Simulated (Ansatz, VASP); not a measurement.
**Zn5CdSe6 in VASP and in Ansatz**

Contents of POSCAR:

```
Zn5CdSe6
1.0
    4.0973309000      0.0000000000      0.0000000000
    0.0000000000      4.0973309000      0.0000000000
    0.0000000000      0.0000000000     17.5168485000
Zn Cd Se
5 1 6
Direct
    0.0000000000      0.0000000000      0.8383510000
    0.5000000000      0.5000000000      0.0000000000
    0.0000000000      0.0000000000      0.1616490000
    0.5000000000      0.5000000000      0.3233950000
    0.5000000000      0.5000000000      0.6766050000
    0.0000000000      0.0000000000      0.5000000000
    0.5000000000      0.0000000000      0.9191830000
    0.0000000000      0.5000000000      0.0808170000
    0.5000000000      0.0000000000      0.2424760000
    0.0000000000      0.5000000000      0.4036520000
    0.5000000000      0.0000000000      0.5963480000
    0.0000000000      0.5000000000      0.7575240000
```

Contents of INCAR.step1:

```
SYSTEM = Zn5CdSe6
ALGO = Normal
EDIFF = 1E-4
ENCUT = 520
GGA = PE
ISMEAR = 0
LASPH = .True.
LCHARG = .False.
LREAL = .False.
LWAVE = .True.
NBANDS = 66
NELM = 60
PREC = Accurate
SIGMA = 0.02
```

File INCAR.step2:

```
SYSTEM = Zn5CdSe6
ALGO = Normal
EDIFF = 1E-6
ENCUT = 520
ISIF = 2
ISMEAR = 0
ISTART = 1
LASPH = .True.
LCHARG = .False.
LMIXTAU = .True.
LREAL = .False.
LWAVE = .False.
METAGGA = R2SCAN
NBANDS = 66
NELM = 60
PREC = Accurate
SIGMA = 0.02
```

KPOINTS

```
k-points
0
Gamma
  8 8 2
  0 0 0
```

Input for Ansatz:

```yaml
crystal:
  lattice:
    - [4.0973309, 0.0, 0.0]
    - [0.0, 4.0973309, 0.0]
    - [0.0, 0.0, 17.5168485]
  atoms:
    - { symbol: Zn, position: [0.0, 0.0, 0.838351] }
    - { symbol: Zn, position: [0.5, 0.5, 0.0] }
    - { symbol: Zn, position: [0.0, 0.0, 0.161649] }
    - { symbol: Zn, position: [0.5, 0.5, 0.323395] }
    - { symbol: Zn, position: [0.5, 0.5, 0.676605] }
    - { symbol: Cd, position: [0.0, 0.0, 0.5] }
    - { symbol: Se, position: [0.5, 0.0, 0.919183] }
    - { symbol: Se, position: [0.0, 0.5, 0.080817] }
    - { symbol: Se, position: [0.5, 0.0, 0.242476] }
    - { symbol: Se, position: [0.0, 0.5, 0.403652] }
    - { symbol: Se, position: [0.5, 0.0, 0.596348] }
    - { symbol: Se, position: [0.0, 0.5, 0.757524] }
basis:
  ecutwfc: 500
kpoints:
  mp_grid: { grid: [8, 8, 2] }
  band_path:
    path:
      - [[0.0, 0.0, 0.0], [0.0, 0.5, 0.0], [0.5, 0.5, 0.0], [0.0, 0.0, 0.0], [0.0, 0.0, 0.5], [0.0, 0.5, 0.5], [0.5, 0.5, 0.5], [0.0, 0.0, 0.5]]
      - [[0.0, 0.5, 0.0], [0.0, 0.5, 0.5]]
      - [[0.5, 0.5, 0.0], [0.5, 0.5, 0.5]]
    npoints: 10
hamiltonian:
  xc: r2scan
scf:
  occupations: { method: gaussian, width: 0.02 }
  n_extra_bands: 30
output:
  forces: true
  stress: true
  eigenvalues: true
  populations: true
  dos: { projected: true, de: 0.02, nscf_kmesh: { grid: [12, 12, 3] } }
  bader: false
  write_density: true
  write_potential: true
  elf: true
  volumetric_format: npy
```

Alike in both runs: task single point; functional r2SCAN; k mesh 8 × 8 × 2; occupations gaussian, width 0.02 eV; no spin polarisation.

|  | VASP | Ansatz |
| --- | --- | --- |
| version | VASP 6.6.1 | Ansatz 0.2.0 |
| potentials or method | VASP PAW PBE potentials, release 64 (Zn, Cd, Se), cutoff 520 eV | scalar-relativistic, plane waves, PAW |
| valence electrons in the cell | 108 | 176 |

|  | VASP | Ansatz | Ansatz less VASP |
| --- | --- | --- | --- |
| gap on the k mesh at the Fermi level (eV) | 1.50 | 1.50 | +0.001 |
| least direct gap on the mesh (eV) | 1.50 | 1.50 | +0.001 |
| pressure (GPa) | -1.9 | -2.0 | -0.14 |
| rms of the force components (eV/Å) | 0.013 | 0.008 | -0.0054 |

VASP's potentials were made for PBE, not for r2SCAN. Atom by atom the forces differ by 0.006 eV/Å (rms over components). VASP's potentials hold 108 valence electrons a cell and Ansatz's 176, so a difference there can come from the potentials and not from the codes.
